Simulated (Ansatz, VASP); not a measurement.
One calculation of Ni, two programs

INCAR

```
ALGO     = Normal         # electronic algorithm
EDIFF    = 1E-6           # SCF threshold, eV
ENCUT    = 520            # plane-wave cutoff, eV
GGA      = PS             # functional
ISIF     = 2              # what is computed and relaxed
ISMEAR   = -1             # smearing method
ISPIN    = 2              # spin polarisation
LASPH    = T              # aspherical terms in the spheres
LCHARG   = F              # write CHGCAR
LMAXMIX  = 4              # l up to which the mixer works
LORBIT   = 11             # projections on sites
LREAL    = F              # projectors in reciprocal space
LWAVE    = F              # write WAVECAR
MAGMOM   = 1              # initial moments
NBANDS   = 15             # bands
NELM     = 150            # most SCF steps
PREC     = Accurate       # precision mode
SIGMA    = 0.05           # smearing width, eV
```

The input KPOINTS:

```
k-points
0
Gamma
  20 20 20
```

Contents of POSCAR:

```
Ni
1.0
    0.0000000000      1.4187458341      1.4187458341
    1.4187458341      0.0000000000      1.4187458341
    1.4187458341      1.4187458341      0.0000000000
Ni
1
Direct
    0.0000000000      0.0000000000      0.0000000000
```

Input for Ansatz:

```yaml
crystal:
  lattice:
    - [0.0, 1.4187458341, 1.4187458341]
    - [1.4187458341, 0.0, 1.4187458341]
    - [1.4187458341, 1.4187458341, 0.0]
  atoms:
    - { symbol: Ni, position: [0.0, 0.0, 0.0], spin: 1.0 }
magnetization:
  spin_polarized: true
kpoints:
  mp_grid: { grid: [20, 20, 20] }
scf:
  occupations: { method: fermi_dirac, width: 0.05 }
hamiltonian:
  xc: pbesol
  pseudopotentials: { kind: all_electron, lapw: { basis_error: 0.001 } }
output:
  forces: true
  stress: true
  eigenvalues: true
  populations: true
```

Change from the starting cell: volume scaled by 0.55, LAPW.

Alike in both runs: task single point; functional PBEsol; k mesh 20 × 20 × 20; occupations fermi-dirac, width 0.05 eV; collinear spin.

```csv
,VASP,Ansatz
version,VASP 6.6.1,Ansatz 0.2.0
potentials or method,"VASP PAW PBE potentials, release 64 (Ni), cutoff 520 eV","all-electron LAPW, scalar-relativistic"
```

|  | VASP | Ansatz | Ansatz less VASP |
| --- | --- | --- | --- |
| pressure (GPa) | 564.8 | 562.7 | -2.10 |
| net moment per atom (μB) | 0.00 | 0.00 | -0.005 |

VASP's potentials were made for PBE, not for PBEsol. Both programs put the cell under a high pressure, so it lies far from rest at this level. Ansatz ran all-electron here, and VASP with PAW potentials. Ansatz's warnings: seeded moment not kept.

Noted on VASP's run: the cell as given lies far from equilibrium.
